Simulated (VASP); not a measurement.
# Al2Rh (P4_2/nmc) in VASP: a series of runs

The runs below take Al2Rh through single point, relaxation of cell and atoms, with PBE.

Everything below comes from runs of VASP 6.6.1. Logs are shortened: lines on timing, memory, paths and dates and some standing lists are left out, and cuts for length are marked.

## Step 1: The cell of the first run

It takes space group P4_2/nmc (No. 137, tetragonal). The conventional cell has a = 3.057 Å, b = 3.057 Å, c = 9.977 Å, α = 90.00°, β = 90.00°, γ = 90.00°. Al (site symmetry 2mm) has 2 Rh at 1.96 Å within 2.6 Å. Within 2.6 Å of Rh (site symmetry -4m2) lie 4 Al at 1.96 Å.

The cell was built from a structure type or drawn by symmetry, and may not be a known phase.

## Step 2: Single point, PBE

INCAR reads:

```
ALGO = Normal ; EDIFF = 1E-6
ENCUT = 500 ; GGA = PE
GGA_COMPAT = False ; ISIF = 2
ISMEAR = 0 ; LASPH = True
LCHARG = False ; LREAL = False
LWAVE = False ; NBANDS = 30
NELM = 120 ; PREC = Accurate
SIGMA = 0.1
```

KPOINTS reads:

```
k-points
0
Gamma
  6 6 2
```

POSCAR reads:

```
Al2Rh
1.0
    3.0572254500      0.0000000000      0.0000000000
    0.0000000000      3.0572254500      0.0000000000
    0.0000000000      0.0000000000      9.9767829700
Al Rh
4 2
Direct
    0.0000000000      0.5000000000      0.8765436400
    0.0000000000      0.5000000000      0.3765436400
    0.5000000000      0.0000000000      0.6234563600
    0.5000000000      0.0000000000      0.1234563600
    0.0000000000      0.0000000000      0.5000000000
    0.5000000000      0.5000000000      0.0000000000
```

Potentials or basis: VASP PAW PBE potentials, release 64 (Al, Rh_pv).

Started as:

```console
$ cat potpaw_PBE.64/Al/POTCAR potpaw_PBE.64/Rh_pv/POTCAR > POTCAR
$ mpirun -np 1 vasp_std > vasp.out
```

OUTCAR:

```text
EDIFF = 1E-6
   ENCUT = 500
   GGA = PE
   ISIF = 2
   ISMEAR = 0
   LASPH = True
   LREAL = False
   NELM = 120
   PREC = Accurate

 ion  position               nearest neighbor table
   1  0.000  0.500  0.877-   6 1.96   6 1.96   4 3.28   4 3.28   4 3.28   4 3.28   3 3.32   3 3.32
                             3 3.32   3 3.32
   2  0.000  0.500  0.377-   5 1.96   5 1.96   3 3.28   3 3.28   3 3.28   3 3.28   4 3.32   4 3.32
                             4 3.32   4 3.32
   3  0.500  0.000  0.623-   5 1.96   5 1.96   2 3.28   2 3.28   2 3.28   2 3.28   1 3.32   1 3.32
                             1 3.32   1 3.32
   4  0.500  0.000  0.123-   6 1.96   6 1.96   1 3.28   1 3.28   1 3.28   1 3.28   2 3.32   2 3.32
                             2 3.32   2 3.32
   5  0.000  0.000  0.500-   2 1.96   3 1.96   2 1.96   3 1.96
   6  0.500  0.500  0.000-   1 1.96   4 1.96   4 1.96   1 1.96

  LATTYP: Found a simple tetragonal cell.
 ALAT       =     3.0572254500
 C/A-ratio  =     3.2633455181

  Lattice vectors:

 A1 = (   3.0572254500,   0.0000000000,   0.0000000000)
 A2 = (   0.0000000000,   3.0572254500,   0.0000000000)
 A3 = (   0.0000000000,   0.0000000000,   9.9767829700)

Analysis of symmetry for initial positions (statically):
=====================================================================
 Subroutine PRICEL returns:
 Original cell was already a primitive cell.

 Routine SETGRP: Setting up the symmetry group for a
 simple tetragonal supercell.

 Subroutine GETGRP returns: Found 16 space group operations
 (whereof  8 operations were pure point group operations)
 out of a pool of 16 trial point group operations.

The static configuration has the point symmetry D_2d.
 The point group associated with its full space group is D_4h.

Analysis of symmetry for dynamics (positions and initial velocities):
=====================================================================
 Subroutine PRICEL returns:
 Original cell was already a primitive cell.

 Routine SETGRP: Setting up the symmetry group for a
 simple tetragonal supercell.

 Subroutine GETGRP returns: Found 16 space group operations
 (whereof  8 operations were pure point group operations)
 out of a pool of 16 trial point group operations.

The dynamic configuration has the point symmetry D_2d.
 The point group associated with its full space group is D_4h.

 Subroutine INISYM returns: Found 16 space group operations
 (whereof  8 operations are pure point group operations),
 and found     1 'primitive' translations

----------------------------------------------------------------------------------------

                                     Primitive cell

  volume of cell :      93.2493

  direct lattice vectors                    reciprocal lattice vectors
     3.057225450  0.000000000  0.000000000     0.327093967  0.000000000  0.000000000
     0.000000000  3.057225450  0.000000000     0.000000000  0.327093967  0.000000000
     0.000000000  0.000000000  9.976782970     0.000000000  0.000000000  0.100232711

  length of vectors
     3.057225450  3.057225450  9.976782970     0.327093967  0.327093967  0.100232711

  position of ions in fractional coordinates (direct lattice)
     0.000000000  0.500000000  0.876543640
     0.000000000  0.500000000  0.376543640
     0.500000000  0.000000000  0.623456360
     0.500000000  0.000000000  0.123456360
     0.000000000  0.000000000  0.500000000
     0.500000000  0.500000000  0.000000000

  ion indices of the primitive-cell ions
   primitive index   ion index
                 1           1
                 2           2
                 3           3
                 4           4
                 5           5
                 6           6

----------------------------------------------------------------------------------------

 KPOINTS: k-points

Automatic generation of k-mesh.
 Grid dimensions read from file:
 generate k-points for:    6    6    2

 Generating k-lattice:

  Cartesian coordinates                     Fractional coordinates (reciprocal lattice)
     0.054515661  0.000000000  0.000000000     0.166666667  0.000000000  0.000000000
     0.000000000  0.054515661  0.000000000     0.000000000  0.166666667  0.000000000
     0.000000000  0.000000000  0.050116355     0.000000000  0.000000000  0.500000000

  Length of vectors
     0.054515661  0.054515661  0.050116355

  Shift w.r.t. Gamma in fractional coordinates (k-lattice)
     0.000000000  0.000000000  0.000000000

 Subroutine IBZKPT returns following result:
 ===========================================

 Found     20 irreducible k-points:

 Following reciprocal coordinates:
            Coordinates               Weight
  0.000000  0.000000  0.000000      1.000000
  0.166667  0.000000  0.000000      4.000000
  0.333333  0.000000  0.000000      4.000000
  0.500000  0.000000  0.000000      2.000000
  0.166667  0.166667  0.000000      4.000000
  0.333333  0.166667  0.000000      8.000000
[... 12 lines left out ...]
  0.500000  0.333333  0.500000      4.000000
  0.500000  0.500000  0.500000      1.000000
   k-points           NKPTS =     20   k-points in BZ     NKDIM =     20   number of bands    NBANDS=     30
   number of dos      NEDOS =    301   number of ions     NIONS =      6
   total plane-waves  NPLWV =  46080
   dimension x,y,z NGX =    24 NGY =   24 NGZ =   80
   dimension x,y,z NGXF=    48 NGYF=   48 NGZF=  160
   ions per type =               4   2
   NGX,Y,Z   is equivalent  to a cutoff of  13.05, 13.05, 13.33 a.u.
   NGXF,Y,Z  is equivalent  to a cutoff of  26.10, 26.10, 26.66 a.u.
 SYSTEM =  unknown system
   PREC   = accura    normal or accurate (medium, high low for compatibility)
   ISTART =      0    job   : 0-new  1-cont  2-samecut
   ICHARG =      2    charge: 1-file 2-atom 10-const
   ISPIN  =      1    spin polarized calculation?
   LNONCOLLINEAR =      F non collinear calculations
   LSORBIT =      F    spin-orbit coupling
   LASPH  =      T    aspherical Exc in radial PAW
   ENCUT  =  500.0 eV  36.75 Ry    6.06 a.u.   5.57  5.57 18.19*2*pi/ulx,y,z
   NELM   =    120;   NELMIN=  2; NELMDL= -5     # of ELM steps
   EDIFF  = 0.1E-05   stopping-criterion for ELM
   LREAL  =      F    real-space projection
   EDIFFG = 0.1E-04   stopping-criterion for IOM
   NSW    =      0    number of steps for IOM
   IBRION =     -1    ionic relax: 0-MD 1-quasi-New 2-CG
   NFREE  =      0    steps in history (QN), initial steepest desc. (CG)
   ISIF   =      2    stress and relaxation
   ISYM   =      2    0-nonsym 1-usesym 2-fastsym
   POTIM  = 0.5000    time-step for ionic-motion
   TEBEG  =    0.0;   TEEND  =   0.0 temperature during run
   PSTRESS=    0.0 pullay stress
   NELECT =      42.0000    total number of electrons
   NUPDOWN=      -1.0000    fix difference up-down
   EMIN   =  10.00;   EMAX   =-10.00  energy-range for DOS
   EFERMI =   0.00;   METHOD = LEGACY
   ISMEAR =     0;   SIGMA  =   0.10  broadening in eV -4-tet -1-fermi 0-gaus
   EFERMI_NEDOS =   21; number of points for ismear=-14 and -15
   IALGO  =     38    algorithm
   IMIX   =      4    mixing-type and parameters
     AMIX     =   0.40;   BMIX     =  1.00
     AMIX_MAG =   1.60;   BMIX_MAG =  1.00
  volume/ion in A,a.u.               =      15.54       104.88
  Fermi-wavevector in a.u.,A,eV,Ry     =   1.254901  2.371419 21.426133  1.574776
  Thomas-Fermi vector in A             =   2.388684
   LORBIT       =      0    0 simple, 1 ext, 2 COOP (PROOUT), +10 PAW based schemes
   GGA     = PE    functional components
   LHFCALC =     F    Hartree Fock is set to
   AEXX    =    0.0000 exact exchange contribution
   IVDW    =     0    specifies the selected vdW correction
   LEPSILON=     F    determine dielectric tensor
   LRPA    =     F    only Hartree local field effects (RPA)
 non-spin polarized calculation
 Gauss-broadening in eV      SIGMA  =   0.10
  energy-cutoff  :      500.00
  volume of cell :       93.25
 maximum number of plane-waves:      2396
 NGX is ok and might be reduce to    24
   NGX = 11   NGY = 11   NGZ = 37

 number of electron      41.9999999 magnetization

 Free energy of the ion-electron system (eV)
  ---------------------------------------------------
  ext. energy  EPLUGINS =         0.00000000
  ---------------------------------------------------
  free energy    TOTEN  =       -17.89183735 eV

  energy without entropy =      -17.87558714  energy(sigma->0) =      -17.88371225

 E-fermi :   9.0039     XC(G=0): -10.9817

 val. band max:        8.9368893972   @ k =   0.3333   0.1667   0.0000
 cond. band min:       9.0121712407   @ k =   0.5000   0.5000   0.5000
 fundamental gap:      0.0752818435
 Fermi energy:         9.0039067494

 k-point     1 :       0.0000    0.0000    0.0000
  band No.  band energies     occupation
      1     -38.1453      2.00000
      2     -38.1452      2.00000
      3     -37.8747      2.00000
      4     -37.8747      2.00000
      5     -37.8747      2.00000
      6     -37.8747      2.00000
[... 22 lines left out ...]
     29      16.8838      0.00000
     30      16.8838      0.00000

 k-point     2 :       0.1667    0.0000    0.0000
  band No.  band energies     occupation
      1     -38.1418      2.00000
      2     -38.1417      2.00000
      3     -37.9040      2.00000
      4     -37.9040      2.00000
      5     -37.8724      2.00000
      6     -37.8724      2.00000
[... 22 lines left out ...]
     29      16.5476      0.00000
     30      16.6704      0.00000

 k-point     3 :       0.3333    0.0000    0.0000
  band No.  band energies     occupation
      1     -38.1347      2.00000
      2     -38.1347      2.00000
      3     -37.9622      2.00000
      4     -37.9622      2.00000
      5     -37.8678      2.00000
      6     -37.8678      2.00000
[... 22 lines left out ...]
     29      16.2211      0.00000
     30      17.7514      0.00000

 k-point     4 :       0.5000    0.0000    0.0000
  band No.  band energies     occupation
      1     -38.1311      2.00000
      2     -38.1311      2.00000
      3     -37.9911      2.00000
      4     -37.9911      2.00000
      5     -37.8654      2.00000
      6     -37.8654      2.00000
[... 22 lines left out ...]
     29      17.8173      0.00000
     30      17.8173      0.00000

 k-point     5 :       0.1667    0.1667    0.0000
  band No.  band energies     occupation
      1     -38.1383      2.00000
      2     -38.1382      2.00000
      3     -37.9021      2.00000
      4     -37.9021      2.00000
      5     -37.9010      2.00000
      6     -37.9010      2.00000
[... 22 lines left out ...]
     29      15.8376      0.00000
     30      16.1775      0.00000
[... 394 lines left out ...]
     29      15.6027      0.00000
     30      15.6027      0.00000

 k-point    18 :       0.3333    0.3333    0.5000
  band No.  band energies     occupation
      1     -38.1243      2.00000
      2     -38.1243      2.00000
      3     -37.9543      2.00000
      4     -37.9543      2.00000
      5     -37.9532      2.00000
      6     -37.9532      2.00000
[... 22 lines left out ...]
     29      13.6370      0.00000
     30      13.6370      0.00000

 k-point    19 :       0.5000    0.3333    0.5000
  band No.  band energies     occupation
      1     -38.1209      2.00000
      2     -38.1209      2.00000
      3     -37.9822      2.00000
      4     -37.9822      2.00000
      5     -37.9510      2.00000
      6     -37.9510      2.00000
[... 22 lines left out ...]
     29      13.3875      0.00000
     30      13.3875      0.00000

 k-point    20 :       0.5000    0.5000    0.5000
  band No.  band energies     occupation
      1     -38.1175      2.00000
      2     -38.1175      2.00000
      3     -37.9793      2.00000
      4     -37.9793      2.00000
      5     -37.9793      2.00000
      6     -37.9793      2.00000
[... 22 lines left out ...]
     29      11.8980      0.00000
     30      11.8980      0.00000

------------------------ aborting loop because EDIFF is reached ----------------------------------------

  FORCE on cell =-STRESS in cart. coord.  units (eV):
  Direction    XX          YY          ZZ          XY          YZ          ZX
  --------------------------------------------------------------------------------------
  -------------------------------------------------------------------------------------
  Total       40.6993673     40.6993673     49.4801084      0.0000000      0.0000000      0.0000000
  in kB      699.2826988    699.2826988    850.1504081      0.0000000      0.0000000      0.0000000
  external PRESSURE =     749.5719353 kB  Pullay stress =       0.0000000 kB

 VOLUME and BASIS-vectors are now :
 -----------------------------------------------------------------------------
  energy-cutoff  :      500.00
  volume of cell :       93.25
      direct lattice vectors                 reciprocal lattice vectors
     3.057225450  0.000000000  0.000000000     0.327093967  0.000000000  0.000000000
     0.000000000  3.057225450  0.000000000     0.000000000  0.327093967  0.000000000
     0.000000000  0.000000000  9.976782970     0.000000000  0.000000000  0.100232711

 POSITION                                       TOTAL-FORCE (eV/Angst)
 -----------------------------------------------------------------------------------
      0.00000      1.52861      8.74509         0.000000     -0.000000    -11.028881
      0.00000      1.52861      3.75669         0.000000     -0.000000    -11.028881
      1.52861      0.00000      6.22009         0.000000      0.000000     11.028881
      1.52861      0.00000      1.23170         0.000000      0.000000     11.028881
      0.00000      0.00000      4.98839        -0.000000      0.000000     -0.000000
      1.52861      1.52861      0.00000         0.000000     -0.000000     -0.000000
 -----------------------------------------------------------------------------------
    total drift:                                0.000000     -0.000000     -0.000000

  FREE ENERGIE OF THE ION-ELECTRON SYSTEM (eV)
  ---------------------------------------------------
  free  energy   TOTEN  =       -17.8918373545 eV

  energy  without entropy=      -17.8755871450  energy(sigma->0) =      -17.88371225
```

Wall time 82 s (1 thread of Intel Xeon 8259CL, shared host); peak memory 0.22 GiB.

What came out:

```
Free energy            : -17.8918 eV
Pressure               : 75.0 GPa
Largest force          : 11.029 eV/Å
Band gap on the k mesh : zero (bands 21 and 22 overlap by 2.98 eV)
```

Forces on the atoms (eV/Å):
```
Al    0.000   0.000 -11.029
Al    0.000   0.000 -11.029
Al    0.000   0.000  11.029
Al    0.000   0.000  11.029
Rh    0.000   0.000   0.000
Rh    0.000   0.000   0.000
```

Caveat: the cell stands under pressure; forces of over 1 eV/Å act on the atoms, so gaps and moduli don't describe the material at rest.

[end of part 1 of 2]
